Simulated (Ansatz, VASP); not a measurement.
# One calculation of Ca, two programs

```
Ca
1.0
    -2.19178    2.19178    2.19178
     2.19178   -2.19178    2.19178
     2.19178    2.19178   -2.19178
Ca
1
Direct
  0.00000 0.00000 0.00000
```

Alike in both runs: task single point; functional PBEsol; k mesh 12 × 12 × 12; occupations fermi-dirac, width 0.1 eV; no spin polarisation.

```csv
,VASP,Ansatz
version,VASP 6.6.1,Ansatz 0.2.0
potentials or method,"VASP PAW PBE potentials, release 64 (Ca_sv), cutoff 520 eV","plane waves (420 eV) with PAW, scalar-relativistic"
valence electrons in the cell,10,10
```

```csv
,VASP,Ansatz,Ansatz less VASP
pressure (GPa),-0.6,-0.6,-0.01
```

VASP's potentials were made for PBE, not for PBEsol, and Ansatz warns of the same on its side. The functional is the same, so the differences come from potentials, cutoffs and numerics.
